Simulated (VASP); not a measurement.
# LiF (Fm-3m) in VASP: notebook

The runs below take LiF through single point, with PBE.

All numbers are computed with VASP 6.6.1; they aren't measurements. Logs are shortened: lines on timing, memory, paths and dates and some standing lists are left out, and cuts for length are marked.

## 1. The cell of the first run

The structure is cubic, space group Fm-3m (No. 225). The conventional cell has a = 4.068 Å, b = 4.068 Å, c = 4.068 Å, α = 90.00°, β = 90.00°, γ = 90.00°. Li (site symmetry m-3m) has 6 F at 2.03 Å within 2.7 Å. F (site symmetry m-3m) has 6 Li at 2.03 Å within 2.7 Å.

## 2. Single point, PBE

INCAR

```
SYSTEM = LiF
PREC = Accurate
ENCUT = 520
EDIFF = 1E-7
ISMEAR = 0
SIGMA = 0.1
LREAL = .False.
LASPH = .True.
NELM = 80
ALGO = Normal
ISIF = 2
LWAVE = .False.
LCHARG = .False.
GGA = PE
NBANDS = 12
```

KPOINTS

```
Automatic mesh
0
Gamma
  8 8 8
  0 0 0
```

POSCAR

```
LiF
1.0
    0.0000000000      2.0340085237      2.0340085237
    2.0340085237      0.0000000000      2.0340085237
    2.0340085237      2.0340085237      0.0000000000
Li F
1 1
Direct
    0.5000000000      0.5000000000      0.5000000000
    0.0000000000      0.0000000000      0.0000000000
```

Potentials or basis: VASP PAW PBE potentials, release 64 (Li_sv, F).

Command:

```sh
$ cat potpaw_PBE.64/Li_sv/POTCAR potpaw_PBE.64/F/POTCAR > POTCAR
$ mpirun -np 1 vasp_std > vasp.out
```

OUTCAR:

```text
SYSTEM = LiF
   PREC = Accurate
   ENCUT = 520
   EDIFF = 1E-7
   ISMEAR = 0
   LREAL = .False.
   LASPH = .True.
   NELM = 80
   ISIF = 2
   GGA = PE

 ion  position               nearest neighbor table
   1  0.500  0.500  0.500-   2 2.03   2 2.03   2 2.03   2 2.03   2 2.03   2 2.03
   2  0.000  0.000  0.000-   1 2.03   1 2.03   1 2.03   1 2.03   1 2.03   1 2.03

  LATTYP: Found a face centered cubic cell.
 ALAT       =     4.0680170474

  Lattice vectors:

 A1 = (   0.0000000000,   2.0340085237,   2.0340085237)
 A2 = (   2.0340085237,   0.0000000000,   2.0340085237)
 A3 = (   2.0340085237,   2.0340085237,   0.0000000000)

Analysis of symmetry for initial positions (statically):
=====================================================================
 Subroutine PRICEL returns:
 Original cell was already a primitive cell.

 Routine SETGRP: Setting up the symmetry group for a
 face centered cubic supercell.

 Subroutine GETGRP returns: Found 48 space group operations
 (whereof 48 operations were pure point group operations)
 out of a pool of 48 trial point group operations.

The static configuration has the point symmetry O_h .

Analysis of symmetry for dynamics (positions and initial velocities):
=====================================================================
 Subroutine PRICEL returns:
 Original cell was already a primitive cell.

 Routine SETGRP: Setting up the symmetry group for a
 face centered cubic supercell.

 Subroutine GETGRP returns: Found 48 space group operations
 (whereof 48 operations were pure point group operations)
 out of a pool of 48 trial point group operations.

The dynamic configuration has the point symmetry O_h .

 Subroutine INISYM returns: Found 48 space group operations
 (whereof 48 operations are pure point group operations),
 and found     1 'primitive' translations

----------------------------------------------------------------------------------------

                                     Primitive cell

  volume of cell :      16.8302

  direct lattice vectors                    reciprocal lattice vectors
     0.000000000  2.034008524  2.034008524    -0.245820012  0.245820012  0.245820012
     2.034008524  0.000000000  2.034008524     0.245820012 -0.245820012  0.245820012
     2.034008524  2.034008524  0.000000000     0.245820012  0.245820012 -0.245820012

  length of vectors
     2.876522440  2.876522440  2.876522440     0.425772751  0.425772751  0.425772751

  position of ions in fractional coordinates (direct lattice)
     0.500000000  0.500000000  0.500000000
     0.000000000  0.000000000  0.000000000

  ion indices of the primitive-cell ions
   primitive index   ion index
                 1           1
                 2           2

----------------------------------------------------------------------------------------

 KPOINTS: Automatic mesh

Automatic generation of k-mesh.
 Grid dimensions read from file:
 generate k-points for:    8    8    8

 Generating k-lattice:

  Cartesian coordinates                     Fractional coordinates (reciprocal lattice)
    -0.030727502  0.030727502  0.030727502     0.125000000  0.000000000  0.000000000
     0.030727502 -0.030727502  0.030727502     0.000000000  0.125000000  0.000000000
     0.030727502  0.030727502 -0.030727502     0.000000000  0.000000000  0.125000000

  Length of vectors
     0.053221594  0.053221594  0.053221594

  Shift w.r.t. Gamma in fractional coordinates (k-lattice)
     0.000000000  0.000000000  0.000000000

 Subroutine IBZKPT returns following result:
 ===========================================

 Found     29 irreducible k-points:

 Following reciprocal coordinates:
            Coordinates               Weight
  0.000000  0.000000  0.000000      1.000000
  0.125000  0.000000  0.000000      8.000000
  0.250000  0.000000  0.000000      8.000000
  0.375000  0.000000  0.000000      8.000000
  0.500000  0.000000  0.000000      4.000000
  0.125000  0.125000  0.000000      6.000000
[... 16 lines left out ...]
  0.500000  0.250000  0.125000     48.000000
 -0.375000  0.250000  0.125000     24.000000
 [... further k-points ...]
   k-points           NKPTS =     29   k-points in BZ     NKDIM =     29   number of bands    NBANDS=     12
   number of dos      NEDOS =    301   number of ions     NIONS =      2
   total plane-waves  NPLWV =  13824
   dimension x,y,z NGX =    24 NGY =   24 NGZ =   24
   dimension x,y,z NGXF=    48 NGYF=   48 NGZF=   48
   ions per type =               1   1
   NGX,Y,Z   is equivalent  to a cutoff of  13.87, 13.87, 13.87 a.u.
   NGXF,Y,Z  is equivalent  to a cutoff of  27.74, 27.74, 27.74 a.u.
 SYSTEM =  LiF
   PREC   = accura    normal or accurate (medium, high low for compatibility)
   ISTART =      0    job   : 0-new  1-cont  2-samecut
   ICHARG =      2    charge: 1-file 2-atom 10-const
   ISPIN  =      1    spin polarized calculation?
   LNONCOLLINEAR =      F non collinear calculations
   LSORBIT =      F    spin-orbit coupling
   LASPH  =      T    aspherical Exc in radial PAW
   ENCUT  =  520.0 eV  38.22 Ry    6.18 a.u.   5.35  5.35  5.35*2*pi/ulx,y,z
   NELM   =     80;   NELMIN=  2; NELMDL= -5     # of ELM steps
   EDIFF  = 0.1E-06   stopping-criterion for ELM
   LREAL  =      F    real-space projection
   EDIFFG = 0.1E-05   stopping-criterion for IOM
   NSW    =      0    number of steps for IOM
   IBRION =     -1    ionic relax: 0-MD 1-quasi-New 2-CG
   NFREE  =      0    steps in history (QN), initial steepest desc. (CG)
   ISIF   =      2    stress and relaxation
   ISYM   =      2    0-nonsym 1-usesym 2-fastsym
   POTIM  = 0.5000    time-step for ionic-motion
   TEBEG  =    0.0;   TEEND  =   0.0 temperature during run
   PSTRESS=    0.0 pullay stress
   NELECT =      10.0000    total number of electrons
   NUPDOWN=      -1.0000    fix difference up-down
   EMIN   =  10.00;   EMAX   =-10.00  energy-range for DOS
   EFERMI =   0.00;   METHOD = LEGACY
   ISMEAR =     0;   SIGMA  =   0.10  broadening in eV -4-tet -1-fermi 0-gaus
   EFERMI_NEDOS =   21; number of points for ismear=-14 and -15
   IALGO  =     38    algorithm
   IMIX   =      4    mixing-type and parameters
     AMIX     =   0.40;   BMIX     =  1.00
     AMIX_MAG =   1.60;   BMIX_MAG =  1.00
  volume/ion in A,a.u.               =       8.42        56.79
  Fermi-wavevector in a.u.,A,eV,Ry     =   1.376297  2.600824 25.772054  1.894193
  Thomas-Fermi vector in A             =   2.501554
   LORBIT       =      0    0 simple, 1 ext, 2 COOP (PROOUT), +10 PAW based schemes
   GGA     = PE    functional components
   LHFCALC =     F    Hartree Fock is set to
   AEXX    =    0.0000 exact exchange contribution
   IVDW    =     0    specifies the selected vdW correction
   LEPSILON=     F    determine dielectric tensor
   LRPA    =     F    only Hartree local field effects (RPA)
 non-spin polarized calculation
 Gauss-broadening in eV      SIGMA  =   0.10
  energy-cutoff  :      520.00
  volume of cell :       16.83
 maximum number of plane-waves:       469
 NGX is ok and might be reduce to    24
   NGX = 11   NGY = 11   NGZ = 11

 number of electron      10.0000000 magnetization

 number of electron       9.9999992 magnetization

 Free energy of the ion-electron system (eV)
  ---------------------------------------------------
  ext. energy  EPLUGINS =         0.00000000
  ---------------------------------------------------
  free energy    TOTEN  =        -9.64096890 eV

  energy without entropy =       -9.64096890  energy(sigma->0) =       -9.64096890

 E-fermi :  -0.7701     XC(G=0):  -9.8388

 val. band max:       -1.1945098976   @ k =   0.0000   0.0000   0.0000
 cond. band min:       7.6343441059   @ k =   0.0000   0.0000   0.0000
 fundamental gap:      8.8288540035
 Fermi energy:        -0.7701041093

 k-point     1 :       0.0000    0.0000    0.0000
  band No.  band energies     occupation
      1     -42.1835      2.00000
      2     -21.0887      2.00000
      3      -1.1945      2.00000
      4      -1.1945      2.00000
      5      -1.1945      2.00000
      6       7.6343      0.00000
      7      22.3817      0.00000
      8      22.3817      0.00000
      9      22.3817      0.00000
     10      22.8374      0.00000
     11      22.8374      0.00000
     12      22.8374      0.00000

 k-point     2 :       0.1250    0.0000    0.0000
  band No.  band energies     occupation
      1     -42.1760      2.00000
      2     -21.0318      2.00000
      3      -1.6160      2.00000
      4      -1.2281      2.00000
      5      -1.2281      2.00000
      6       8.0748      0.00000
      7      19.1190      0.00000
      8      20.8141      0.00000
      9      20.8141      0.00000
     10      24.0480      0.00000
     11      24.1465      0.00000
     12      24.1465      0.00000

 k-point     3 :       0.2500    0.0000    0.0000
  band No.  band energies     occupation
      1     -42.1578      2.00000
      2     -20.8899      2.00000
      3      -2.5181      2.00000
      4      -1.3067      2.00000
      5      -1.3067      2.00000
      6       8.9130      0.00000
      7      16.4841      0.00000
      8      19.0767      0.00000
      9      19.0767      0.00000
     10      25.3978      0.00000
     11      25.9577      0.00000
     12      25.9577      0.00000
[... 286 lines left out ...]
 k-point    23 :       0.5000    0.2500    0.1250
  band No.  band energies     occupation
      1     -42.1307      2.00000
      2     -20.6258      2.00000
      3      -3.2356      2.00000
      4      -2.2572      2.00000
      5      -1.5893      2.00000
      6      10.8752      0.00000
      7      14.5332      0.00000
      8      17.5935      0.00000
      9      17.9743      0.00000
     10      24.1530      0.00000
     11      28.6172      0.00000
     12      31.3293      0.00000

 k-point    24 :      -0.3750    0.2500    0.1250
  band No.  band energies     occupation
      1     -42.1249      2.00000
      2     -20.5678      2.00000
      3      -3.4340      2.00000
      4      -2.3675      2.00000
      5      -1.6549      2.00000
      6      11.1243      0.00000
      7      14.2803      0.00000
      8      17.4910      0.00000
      9      17.6262      0.00000
     10      25.9861      0.00000
     11      27.0786      0.00000
     12      32.4815      0.00000

 [... further k-points ...]

------------------------ aborting loop because EDIFF is reached ----------------------------------------

  FORCE on cell =-STRESS in cart. coord.  units (eV):
  Direction    XX          YY          ZZ          XY          YZ          ZX
  --------------------------------------------------------------------------------------
  -------------------------------------------------------------------------------------
  Total       -0.0462317     -0.0462317     -0.0462317      0.0000000      0.0000000     -0.0000000
  in kB       -4.4011123     -4.4011123     -4.4011123      0.0000000      0.0000000     -0.0000000
  external PRESSURE =      -4.4011123 kB  Pullay stress =       0.0000000 kB

 VOLUME and BASIS-vectors are now :
 -----------------------------------------------------------------------------
  energy-cutoff  :      520.00
  volume of cell :       16.83
      direct lattice vectors                 reciprocal lattice vectors
     0.000000000  2.034008524  2.034008524    -0.245820012  0.245820012  0.245820012
     2.034008524  0.000000000  2.034008524     0.245820012 -0.245820012  0.245820012
     2.034008524  2.034008524  0.000000000     0.245820012  0.245820012 -0.245820012

 POSITION                                       TOTAL-FORCE (eV/Angst)
 -----------------------------------------------------------------------------------
      2.03401      2.03401      2.03401         0.000000      0.000000      0.000000
      0.00000      0.00000      0.00000         0.000000      0.000000      0.000000
 -----------------------------------------------------------------------------------
    total drift:                                0.000000     -0.000000     -0.000000

  FREE ENERGIE OF THE ION-ELECTRON SYSTEM (eV)
  ---------------------------------------------------
  free  energy   TOTEN  =        -9.6409689032 eV

  energy  without entropy=       -9.6409689032  energy(sigma->0) =       -9.64096890
```

Run time: 8.4 s. Hardware: 1 thread of AMD EPYC 7R13 (Zen 3), shared host; peak memory 0.1 GiB.

What came out:

```yaml
Free_energy: -9.6410 eV
Band_gap_on_the_k_mesh: 8.83 eV, direct
```

Caveat: the cutoff is under 1.25 times the usual one of these potentials, so pressure, stress and relaxed cells hold a basis-set (Pulay) error. A k mesh can miss the band edges.

## 3. Single point, PBE

Edit INCAR of step 2 so:

```diff
@@ -3,5 +3,5 @@
 ENCUT = 520
-EDIFF = 1E-7
+EDIFF = 1E-6
 ISMEAR = 0
-SIGMA = 0.1
+SIGMA = 0.02
 LREAL = .False.
```

KPOINTS

```
regular mesh
0
Gamma
  10 10 10
  0 0 0
```

POSCAR is that of step 2.

Potentials or basis: VASP PAW PBE potentials, release 64 (Li_sv, F).

Command:

```sh
$ cat potpaw_PBE.64/Li_sv/POTCAR potpaw_PBE.64/F/POTCAR > POTCAR
$ mpirun -np 1 vasp_std > vasp.out
```

It took 13 s on 1 thread of AMD EPYC 7R13 (Zen 3), shared host; peak memory 0.1 GiB.

The run converged. Its results:

- Free energy: -9.6409 eV
- Band gap on the k mesh: 8.83 eV, direct

Levels at points of the mesh, in eV from the valence-band top:
| k point | band 1 | band 2 | band 3 | band 4 | band 5 | band 6 | band 7 | band 8 | band 9 | band 10 |
| --- | --- | --- | --- | --- | --- | --- | --- | --- | --- | --- |
| (0.00, 0.00, 0.00) | -40.99 | -19.89 | 0.00 | 0.00 | 0.00 | 8.83 | 23.58 | 23.58 | 23.58 | 24.03 |
| (0.50, 0.00, 0.00) | -40.94 | -19.48 | -2.43 | -0.22 | -0.22 | 10.62 | 16.39 | 18.66 | 18.66 | 29.83 |
| (0.50, 0.50, 0.00) | -40.92 | -19.24 | -2.88 | -0.95 | -0.95 | 14.53 | 16.33 | 17.09 | 19.89 | 19.89 |

Caveat: the cutoff is under 1.25 times the usual one of these potentials, so pressure, stress and relaxed cells hold a basis-set (Pulay) error.
